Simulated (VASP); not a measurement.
# TaN (P-62m) in VASP: a series of runs

Runs on TaN. Level: PBEsol. Tasks: single point.

Everything below comes from runs of VASP 6.6.1. Logs are shortened: lines on timing, memory, paths and dates and some standing lists are left out, and cuts for length are marked.

## (1) The cell of the first run

Symmetry: P-62m, No. 189, hexagonal system. Conventional cell: a = 5.196 Å, b = 5.196 Å, c = 2.911 Å, α = 90.00°, β = 90.00°, γ = 120.00°. Ta (site symmetry -6) has 6 N at 2.16 Å within 2.9 Å. Within 2.7 Å of Ta (site symmetry -62m) lie 3 N at 2.04 Å. N (site symmetry m2m) has 5 Ta at 2.04 to 2.16 Å within 2.7 Å.

## (2) Single point, PBEsol

Contents of INCAR:

```
  ALGO = Normal
  EDIFF = 1E-7
  ENCUT = 520
  GGA = PS
  ISIF = 2
  ISMEAR = 1
  LASPH = True
  LCHARG = True
  LELF = True
  LREAL = False
  LVHAR = True
  LWAVE = False
  NBANDS = 33
  NELM = 80
  PREC = Accurate
  SIGMA = 0.25
```

Contents of KPOINTS:

```
k-points
0
Gamma
  5 5 7
```

Contents of POSCAR:

```
TaN
1.0
    5.1960000000      0.0000000000      0.0000000000
   -2.5980000000      4.4998700000      0.0000000000
    0.0000000000      0.0000000000      2.9110000000
Ta N
3 3
Direct
    0.3333333333      0.6666666667      0.5000000000
    0.6666666667      0.3333333333      0.5000000000
    0.0000000000      0.0000000000      0.0000000000
    0.3928500000      0.0000000000      0.0000000000
    0.6071500000      0.6071500000      0.0000000000
    0.0000000000      0.3928500000      0.0000000000
```

Potentials or basis: VASP PAW PBE potentials, release 64 (Ta_pv, N).

Started as:

```sh
> cat potpaw_PBE.64/Ta_pv/POTCAR potpaw_PBE.64/N/POTCAR > POTCAR
> mpirun -np 1 vasp_std > vasp.out
```

OUTCAR:

```text
EDIFF = 1E-7
   ENCUT = 520
   GGA = PS
   ISIF = 2
   ISMEAR = 1
   LASPH = True
   LREAL = False
   NELM = 80
   PREC = Accurate

 ion  position               nearest neighbor table
   1  0.333  0.667  0.500-   5 2.16   5 2.16   6 2.16   6 2.16   4 2.16   4 2.16   2 3.00   2 3.00
                             2 3.00   3 3.33   3 3.33   3 3.33   3 3.33   3 3.33   3 3.33
   2  0.667  0.333  0.500-   6 2.16   6 2.16   5 2.16   5 2.16   4 2.16   4 2.16   1 3.00   1 3.00
                             1 3.00   3 3.33   3 3.33   3 3.33   3 3.33   3 3.33   3 3.33
   3  0.000  0.000  0.000-   4 2.04   5 2.04   6 2.04   2 3.33   1 3.33   1 3.33   2 3.33   2 3.33
                             2 3.33   1 3.33   1 3.33   2 3.33   2 3.33   1 3.33   1 3.33
   4  0.393  0.000  0.000-   3 2.04   1 2.16   1 2.16   2 2.16   2 2.16
   5  0.607  0.607  0.000-   3 2.04   1 2.16   1 2.16   2 2.16   2 2.16
   6  0.000  0.393  0.000-   3 2.04   2 2.16   2 2.16   1 2.16   1 2.16

  LATTYP: Found a hexagonal cell.
 ALAT       =     5.1960000000
 C/A-ratio  =     0.5602386451

  Lattice vectors:

 A1 = (   5.1960000000,   0.0000000000,   0.0000000000)
 A2 = (  -2.5980000000,   4.4998700000,   0.0000000000)
 A3 = (   0.0000000000,   0.0000000000,   2.9110000000)

Analysis of symmetry for initial positions (statically):
=====================================================================
 Subroutine PRICEL returns:
 Original cell was already a primitive cell.

 Routine SETGRP: Setting up the symmetry group for a
 hexagonal supercell.

 Subroutine GETGRP returns: Found 12 space group operations
 (whereof 12 operations were pure point group operations)
 out of a pool of 24 trial point group operations.

The static configuration has the point symmetry D_3h.

Analysis of symmetry for dynamics (positions and initial velocities):
=====================================================================
 Subroutine PRICEL returns:
 Original cell was already a primitive cell.

 Routine SETGRP: Setting up the symmetry group for a
 hexagonal supercell.

 Subroutine GETGRP returns: Found 12 space group operations
 (whereof 12 operations were pure point group operations)
 out of a pool of 24 trial point group operations.

The dynamic configuration has the point symmetry D_3h.

 Subroutine INISYM returns: Found 12 space group operations
 (whereof 12 operations are pure point group operations),
 and found     1 'primitive' translations

----------------------------------------------------------------------------------------

                                     Primitive cell

  volume of cell :      68.0630

  direct lattice vectors                    reciprocal lattice vectors
     5.196000000  0.000000000  0.000000000     0.192455735  0.111114321  0.000000000
    -2.598000000  4.499870000  0.000000000     0.000000000  0.222228642  0.000000000
     0.000000000  0.000000000  2.911000000     0.000000000  0.000000000  0.343524562

  length of vectors
     5.196000000  5.196001734  2.911000000     0.222228716  0.222228642  0.343524562

  position of ions in fractional coordinates (direct lattice)
     0.333333333  0.666666667  0.500000000
     0.666666667  0.333333333  0.500000000
     0.000000000  0.000000000  0.000000000
     0.392850000  0.000000000  0.000000000
     0.607150000  0.607150000  0.000000000
     0.000000000  0.392850000  0.000000000

  ion indices of the primitive-cell ions
   primitive index   ion index
                 1           1
                 2           2
                 3           3
                 4           4
                 5           5
                 6           6

----------------------------------------------------------------------------------------

 KPOINTS: k-points

Automatic generation of k-mesh.
 Grid dimensions read from file:
 generate k-points for:    5    5    7

 Generating k-lattice:

  Cartesian coordinates                     Fractional coordinates (reciprocal lattice)
     0.038491147  0.022222864  0.000000000     0.200000000  0.000000000  0.000000000
     0.000000000  0.044445728  0.000000000     0.000000000  0.200000000  0.000000000
     0.000000000  0.000000000  0.049074937     0.000000000  0.000000000  0.142857143

  Length of vectors
     0.044445743  0.044445728  0.049074937

  Shift w.r.t. Gamma in fractional coordinates (k-lattice)
     0.000000000  0.000000000  0.000000000

 Subroutine IBZKPT returns following result:
 ===========================================

 Found     20 irreducible k-points:

 Following reciprocal coordinates:
            Coordinates               Weight
  0.000000  0.000000  0.000000      1.000000
  0.200000 -0.000000  0.000000      6.000000
  0.400000 -0.000000  0.000000      6.000000
  0.200000  0.200000  0.000000      6.000000
  0.400000  0.200000  0.000000      6.000000
  0.000000  0.000000  0.142857      2.000000
[... 12 lines left out ...]
  0.200000  0.200000  0.428571     12.000000
  0.400000  0.200000  0.428571     12.000000
   k-points           NKPTS =     20   k-points in BZ     NKDIM =     20   number of bands    NBANDS=     33
   number of dos      NEDOS =    301   number of ions     NIONS =      6
   total plane-waves  NPLWV =  38400
   dimension x,y,z NGX =    40 NGY =   40 NGZ =   24
   dimension x,y,z NGXF=    80 NGYF=   80 NGZF=   48
   ions per type =               3   3
   NGX,Y,Z   is equivalent  to a cutoff of  12.80, 12.80, 13.71 a.u.
   NGXF,Y,Z  is equivalent  to a cutoff of  25.60, 25.60, 27.41 a.u.
 SYSTEM =  unknown system
   PREC   = accura    normal or accurate (medium, high low for compatibility)
   ISTART =      0    job   : 0-new  1-cont  2-samecut
   ICHARG =      2    charge: 1-file 2-atom 10-const
   ISPIN  =      1    spin polarized calculation?
   LNONCOLLINEAR =      F non collinear calculations
   LSORBIT =      F    spin-orbit coupling
   LASPH  =      T    aspherical Exc in radial PAW
   ENCUT  =  520.0 eV  38.22 Ry    6.18 a.u.   9.66  9.66  5.41*2*pi/ulx,y,z
   NELM   =     80;   NELMIN=  2; NELMDL= -5     # of ELM steps
   EDIFF  = 0.1E-06   stopping-criterion for ELM
   LREAL  =      F    real-space projection
   EDIFFG = 0.1E-05   stopping-criterion for IOM
   NSW    =      0    number of steps for IOM
   IBRION =     -1    ionic relax: 0-MD 1-quasi-New 2-CG
   NFREE  =      0    steps in history (QN), initial steepest desc. (CG)
   ISIF   =      2    stress and relaxation
   ISYM   =      2    0-nonsym 1-usesym 2-fastsym
   POTIM  = 0.5000    time-step for ionic-motion
   TEBEG  =    0.0;   TEEND  =   0.0 temperature during run
   PSTRESS=    0.0 pullay stress
   NELECT =      48.0000    total number of electrons
   NUPDOWN=      -1.0000    fix difference up-down
   EMIN   =  10.00;   EMAX   =-10.00  energy-range for DOS
   EFERMI =   0.00;   METHOD = LEGACY
   ISMEAR =     1;   SIGMA  =   0.25  broadening in eV -4-tet -1-fermi 0-gaus
   EFERMI_NEDOS =   21; number of points for ismear=-14 and -15
   IALGO  =     38    algorithm
   IMIX   =      4    mixing-type and parameters
     AMIX     =   0.40;   BMIX     =  1.00
     AMIX_MAG =   1.60;   BMIX_MAG =  1.00
  volume/ion in A,a.u.               =      11.34        76.55
  Fermi-wavevector in a.u.,A,eV,Ry     =   1.457197  2.753702 28.890908  2.123422
  Thomas-Fermi vector in A             =   2.574026
   LORBIT       =      0    0 simple, 1 ext, 2 COOP (PROOUT), +10 PAW based schemes
   GGA     = PS    functional components
   LHFCALC =     F    Hartree Fock is set to
   AEXX    =    0.0000 exact exchange contribution
   IVDW    =     0    specifies the selected vdW correction
   LEPSILON=     F    determine dielectric tensor
   LRPA    =     F    only Hartree local field effects (RPA)
 non-spin polarized calculation
 Methfessel and Paxton  Order N= 1 SIGMA  =   0.25
  energy-cutoff  :      520.00
  volume of cell :       68.06
 maximum number of plane-waves:      1860
 NGX is ok and might be reduce to    40
   NGX = 19   NGY = 19   NGZ = 11

 number of electron      48.0000002 magnetization

 Free energy of the ion-electron system (eV)
  ---------------------------------------------------
  ext. energy  EPLUGINS =         0.00000000
  ---------------------------------------------------
  free energy    TOTEN  =       -71.45871549 eV

  energy without entropy =      -71.46715165  energy(sigma->0) =      -71.46152754

 E-fermi :   8.2842     XC(G=0): -13.1612

 val. band max:        8.0598074727   @ k =   0.2000  -0.0000   0.1429
 cond. band min:       8.5179534846   @ k =   0.4000  -0.0000   0.2857
 fundamental gap:      0.4581460119
 Fermi energy:         8.2841790428

 k-point     1 :       0.0000    0.0000    0.0000
  band No.  band energies     occupation
      1     -28.0057      2.00000
      2     -28.0057      2.00000
      3     -27.6515      2.00000
      4     -27.6515      2.00000
      5     -27.4701      2.00000
      6     -27.3620      2.00000
[... 25 lines left out ...]
     32      11.3464     -0.00000
     33      11.3465     -0.00000

 k-point     2 :       0.2000   -0.0000    0.0000
  band No.  band energies     occupation
      1     -28.0365      2.00000
      2     -27.9933      2.00000
      3     -27.6300      2.00000
      4     -27.6110      2.00000
      5     -27.4605      2.00000
      6     -27.3708      2.00000
[... 25 lines left out ...]
     32      11.5094     -0.00000
     33      11.6349     -0.00000
[... 610 lines left out ...]
     32      12.7004     -0.00000
     33      13.4033      0.00000

 k-point    20 :       0.4000    0.2000    0.4286
  band No.  band energies     occupation
      1     -28.2312      2.00000
      2     -28.1788      2.00000
      3     -27.9184      2.00000
      4     -27.7355      2.00000
      5     -27.6234      2.00000
      6     -27.4395      2.00000
[... 25 lines left out ...]
     32      12.2334     -0.00000
     33      13.3351      0.00000

------------------------ aborting loop because EDIFF is reached ----------------------------------------

  FORCE on cell =-STRESS in cart. coord.  units (eV):
  Direction    XX          YY          ZZ          XY          YZ          ZX
  --------------------------------------------------------------------------------------
  -------------------------------------------------------------------------------------
  Total       -1.1353943     -1.1353953     -1.5631410      0.0000000      0.0000000      0.0000000
  in kB      -26.7267387    -26.7267625    -36.7957308      0.0000000      0.0000000      0.0000000
  external PRESSURE =     -30.0830774 kB  Pullay stress =       0.0000000 kB

 VOLUME and BASIS-vectors are now :
 -----------------------------------------------------------------------------
  energy-cutoff  :      520.00
  volume of cell :       68.06
      direct lattice vectors                 reciprocal lattice vectors
     5.196000000  0.000000000  0.000000000     0.192455735  0.111114321  0.000000000
    -2.598000000  4.499870000  0.000000000     0.000000000  0.222228642  0.000000000
     0.000000000  0.000000000  2.911000000     0.000000000  0.000000000  0.343524562

 POSITION                                       TOTAL-FORCE (eV/Angst)
 -----------------------------------------------------------------------------------
     -0.00000      2.99991      1.45550         0.000000      0.000000      0.000000
      2.59800      1.49996      1.45550         0.000000      0.000000      0.000000
      0.00000      0.00000      0.00000         0.000000      0.000000      0.000000
      2.04125      0.00000      0.00000         0.020861      0.000000     -0.000000
      1.57738      2.73210      0.00000        -0.010430     -0.018066      0.000000
     -1.02062      1.76777      0.00000        -0.010430      0.018066      0.000000
 -----------------------------------------------------------------------------------
    total drift:                                0.000063     -0.000003      0.000000

  FREE ENERGIE OF THE ION-ELECTRON SYSTEM (eV)
  ---------------------------------------------------
  free  energy   TOTEN  =       -71.4587154894 eV

  energy  without entropy=      -71.4671516458  energy(sigma->0) =      -71.46152754
```

Wall time 41 s (1 thread of Intel Xeon Platinum 8259CL at 2.50GHz (Skylake/Cascade Lake), shared host); peak memory 0.2 GiB.

Results:

| Quantity | Value |
| --- | --- |
| Free energy | -71.4587 eV |
| Pressure | -3.0 GPa |
| Largest force | 0.021 eV/Å |
| Band gap on the k mesh | zero (band 24 reaches 9.78 eV, above the bottom of band 25 at 7.15 eV) |

Forces on the atoms (eV/Å):
```
Ta   0.000  0.000  0.000
Ta   0.000  0.000  0.000
Ta   0.000  0.000  0.000
N    0.021  0.000  0.000
N   -0.010 -0.018  0.000
N   -0.010  0.018  0.000
```

Levels at points of the mesh, in eV from the Fermi level:
| k point | band 21 | band 22 | band 23 | band 24 | band 25 | band 26 | band 27 | band 28 |
| --- | --- | --- | --- | --- | --- | --- | --- | --- |
| (0.00, 0.00, 0.00) | -4.35 | -3.42 | -2.03 | -1.02 | -1.02 | 0.45 | 0.45 | 1.72 |

Caveat: the PAW data sets were made with another functional, which shifts forces and pressure a little; spin-orbit coupling is left out, which moves the levels of the heavy elements.

## (3) Single point, PBEsol

Contents of INCAR:

```
SYSTEM = TaN
  PREC = Accurate
  ENCUT = 520
  EDIFF = 1E-7
  ISMEAR = 1
  SIGMA = 0.15
  LREAL = .False.
  LASPH = .True.
  NELM = 60
  ALGO = Normal
  ISIF = 2
  LWAVE = .False.
  LCHARG = .False.
  GGA = PS
  NBANDS = 33
```

Contents of KPOINTS:

```
regular mesh
0
Gamma
  5 5 7
  0 0 0
```

POSCAR is that of step 2.

Potentials or basis: VASP PAW PBE potentials, release 64 (Ta_pv, N).

Started as:

```sh
> cat potpaw_PBE.64/Ta_pv/POTCAR potpaw_PBE.64/N/POTCAR > POTCAR
> mpirun -np 1 vasp_std > vasp.out
```

It took 38 s on 1 thread of Intel Xeon Platinum 8259CL at 2.50GHz (Skylake/Cascade Lake), shared host; peak memory 0.2 GiB.

It converged, with:

```
Free energy            : -71.4599 eV
Pressure               : -3.0 GPa
Largest force          : 0.023 eV/Å
Band gap on the k mesh : zero (band 24 reaches 9.78 eV, above the bottom of band 25 at 7.15 eV)
```

Forces in eV/Å, atoms in the order of the input:
```
Ta   0.000  0.000  0.000
Ta   0.000  0.000  0.000
Ta   0.000  0.000  0.000
N    0.023  0.000  0.000
N   -0.012 -0.020  0.000
N   -0.012  0.020  0.000
```

Stress tensor (GPa, compression positive):
```
-2.68  0.00  0.00
 0.00 -2.68  0.00
 0.00  0.00 -3.62
```

Levels at points of the mesh, in eV from the Fermi level:
```tsv
k point	band 22	band 23	band 24	band 25	band 26	band 27
(0.00, 0.00, 0.00)	-3.29	-1.90	-0.89	-0.89	0.59	0.59
```

Caveat: the PAW data sets were made with another functional, which shifts forces and pressure a little; spin-orbit coupling is left out, which moves the levels of the heavy elements.

## (4) Single point, PBEsol

Contents of INCAR:

```
PREC = Accurate
ENCUT = 520
EDIFF = 1E-6
ISMEAR = 1
SIGMA = 0.1
LREAL = F
LASPH = T
NELM = 100
ALGO = Normal
ISIF = 2
LWAVE = F
LCHARG = F
GGA = PS
NBANDS = 33
```

Contents of KPOINTS:

```
Automatic mesh
0
Gamma
  5 5 7
```

POSCAR is that of step 3.

Potentials or basis: VASP PAW PBE potentials, release 64 (Ta_pv, N).

Started as:

```sh
> cat potpaw_PBE.64/Ta_pv/POTCAR potpaw_PBE.64/N/POTCAR > POTCAR
> mpirun -np 1 vasp_std > vasp.out
```

OUTCAR:

```text
PREC = Accurate
   ENCUT = 520
   EDIFF = 1E-6
   ISMEAR = 1
   LREAL = F
   LASPH = T
   NELM = 100
   ISIF = 2
   GGA = PS

 ion  position               nearest neighbor table
   1  0.333  0.667  0.500-   5 2.16   5 2.16   6 2.16   6 2.16   4 2.16   4 2.16   2 3.00   2 3.00
                             2 3.00   3 3.33   3 3.33   3 3.33   3 3.33   3 3.33   3 3.33
   2  0.667  0.333  0.500-   6 2.16   6 2.16   5 2.16   5 2.16   4 2.16   4 2.16   1 3.00   1 3.00
                             1 3.00   3 3.33   3 3.33   3 3.33   3 3.33   3 3.33   3 3.33
   3  0.000  0.000  0.000-   4 2.04   5 2.04   6 2.04   2 3.33   1 3.33   1 3.33   2 3.33   2 3.33
                             2 3.33   1 3.33   1 3.33   2 3.33   2 3.33   1 3.33   1 3.33
   4  0.393  0.000  0.000-   3 2.04   1 2.16   1 2.16   2 2.16   2 2.16
   5  0.607  0.607  0.000-   3 2.04   1 2.16   1 2.16   2 2.16   2 2.16
   6  0.000  0.393  0.000-   3 2.04   2 2.16   2 2.16   1 2.16   1 2.16

  LATTYP: Found a hexagonal cell.
 ALAT       =     5.1960000000
 C/A-ratio  =     0.5602386451

  Lattice vectors:

 A1 = (   5.1960000000,   0.0000000000,   0.0000000000)
 A2 = (  -2.5980000000,   4.4998700000,   0.0000000000)
 A3 = (   0.0000000000,   0.0000000000,   2.9110000000)

Analysis of symmetry for initial positions (statically):
[... 183 lines left out ...]

 k-point     1 :       0.0000    0.0000    0.0000
  band No.  band energies     occupation
      1     -28.0050      2.00000
      2     -28.0050      2.00000
      3     -27.6509      2.00000
      4     -27.6509      2.00000
      5     -27.4704      2.00000
      6     -27.3622      2.00000
[... 709 lines left out ...]
     32      12.2334      0.00000
     33      13.3352      0.00000

------------------------ aborting loop because EDIFF is reached ----------------------------------------

  FORCE on cell =-STRESS in cart. coord.  units (eV):
  Direction    XX          YY          ZZ          XY          YZ          ZX
  --------------------------------------------------------------------------------------
  -------------------------------------------------------------------------------------
  Total       -1.1379938     -1.1379949     -1.5400096      0.0000000      0.0000000      0.0000000
  in kB      -26.7879315    -26.7879553    -36.2512248      0.0000000      0.0000000      0.0000000
  external PRESSURE =     -29.9423705 kB  Pullay stress =       0.0000000 kB

 VOLUME and BASIS-vectors are now :
 -----------------------------------------------------------------------------
  energy-cutoff  :      520.00
  volume of cell :       68.06
      direct lattice vectors                 reciprocal lattice vectors
     5.196000000  0.000000000  0.000000000     0.192455735  0.111114321  0.000000000
    -2.598000000  4.499870000  0.000000000     0.000000000  0.222228642  0.000000000
     0.000000000  0.000000000  2.911000000     0.000000000  0.000000000  0.343524562

 POSITION                                       TOTAL-FORCE (eV/Angst)
 -----------------------------------------------------------------------------------
     -0.00000      2.99991      1.45550        -0.000000     -0.000000     -0.000000
      2.59800      1.49996      1.45550        -0.000000     -0.000000     -0.000000
      0.00000      0.00000      0.00000        -0.000000     -0.000000     -0.000000
      2.04125      0.00000      0.00000         0.023391     -0.000000      0.000000
      1.57738      2.73210      0.00000        -0.011695     -0.020257      0.000000
     -1.02062      1.76777      0.00000        -0.011695      0.020257     -0.000000
 -----------------------------------------------------------------------------------
    total drift:                                0.000063     -0.000003      0.000000

  FREE ENERGIE OF THE ION-ELECTRON SYSTEM (eV)
  ---------------------------------------------------
  free  energy   TOTEN  =       -71.4597522074 eV

  energy  without entropy=      -71.4593469647  energy(sigma->0) =      -71.45961713
```

Run time: 36 s. Hardware: 1 thread of Intel Xeon Platinum 8259CL at 2.50GHz (Skylake/Cascade Lake), shared host; peak memory 0.2 GiB.

What came out:

| Property | Result |
| --- | --- |
| Free energy | -71.4598 eV |
| Pressure | -3.0 GPa |
| Largest force | 0.023 eV/Å |
| Band gap on the k mesh | zero (band 24 reaches 9.78 eV, above the bottom of band 25 at 7.15 eV) |

Forces in eV/Å, atoms in the order of the input:
```
Ta   0.000  0.000  0.000
Ta   0.000  0.000  0.000
Ta   0.000  0.000  0.000
N    0.023  0.000  0.000
N   -0.012 -0.020  0.000
N   -0.012  0.020  0.000
```

Stress tensor (GPa, compression positive):
```
-2.68  0.00  0.00
 0.00 -2.68  0.00
 0.00  0.00 -3.63
```

Levels at points of the mesh, in eV from the Fermi level:
```tsv
k point	band 20	band 21	band 22	band 23	band 24	band 25	band 26	band 27	band 28	band 29
(0.00, 0.00, 0.00)	-4.96	-4.19	-3.26	-1.87	-0.86	-0.86	0.62	0.62	1.89	1.97
```

Caveat: the PAW data sets were made with another functional, which shifts forces and pressure a little; spin-orbit coupling is left out, which moves the levels of the heavy elements.

(Part 1 of 2 ends here.)
